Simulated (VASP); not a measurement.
Write the native input for VASP 6.6.1 that does the following.

```
Task                   : single point
Functional             : r2SCAN
Potentials or basis    : VASP PAW PBE potentials, release 64 (Pb_d, Se)
Cutoff                 : 520 eV
k mesh                 : 6 × 6 × 3
Occupations            : fermi-dirac, width 0.05 eV
Spin                   : no spin polarisation
Dipole correction      : no
Further INCAR settings : ALGO = Normal; EDIFF = 1e-07; NBANDS = 28
```

PbSe, a slab with vacuum:

```
Pb Se
1.0
     4.47299    0.00000    0.00000
    -0.01045    4.47298    0.00000
    -2.23127   -2.23649   12.15872
Pb Se
2 2
Direct
  0.80684 0.80730 0.61844
  0.18545 0.19981 0.38238
  0.28733 0.32315 0.62319
  0.68427 0.69990 0.37796
```

These files were run (other wordings do the same):

POSCAR

```
PbSe
1.0
    4.4729872793      0.0000000000      0.0000000000
   -0.0104467110      4.4729750800      0.0000000000
   -2.2312702840     -2.2364875401     12.1587223602
Pb Se
2 2
Direct
    0.8068400000      0.8073040000      0.6184430000
    0.1854540000      0.1998100000      0.3823760000
    0.2873320000      0.3231460000      0.6231940000
    0.6842660000      0.6998950000      0.3779650000
```

INCAR.step1

```
ALGO = Normal
EDIFF = 1E-4
ENCUT = 520
GGA = PE
ISMEAR = -1
LASPH = T
LCHARG = F
LREAL = F
LWAVE = T
NBANDS = 28
NELM = 80
PREC = Accurate
SIGMA = 0.05
```

INCAR.step2

```
ALGO = Normal
EDIFF = 1E-7
ENCUT = 520
ISIF = 2
ISMEAR = -1
ISTART = 1
LASPH = T
LCHARG = T
LELF = T
LMIXTAU = T
LREAL = F
LVHAR = T
LWAVE = F
METAGGA = R2SCAN
NBANDS = 28
NELM = 80
PREC = Accurate
SIGMA = 0.05
```

KPOINTS

```
k-points
0
Gamma
  6 6 3
```

Potentials or basis: VASP PAW PBE potentials, release 64 (Pb_d, Se).

Run with:

```console
$ cat potpaw_PBE.64/Pb_d/POTCAR potpaw_PBE.64/Se/POTCAR > POTCAR
$ cp INCAR.step1 INCAR
$ mpirun -np 1 vasp_std > vasp.out
$ cp INCAR.step2 INCAR
$ mpirun -np 1 vasp_std > vasp.out
```

Results of the run:

- Largest force: 0.519 eV/Å
- Band gap on the k mesh: 1.87 eV

Caveat: the PAW data sets were made with another functional, which shifts forces and pressure a little; spin-orbit coupling is left out, which moves the levels of the heavy elements.

Wall time 25 min on 1 thread of Intel(R) Xeon(R) Platinum 8488C (Sapphire Rapids), on a shared host, peak memory 0.56 GiB.
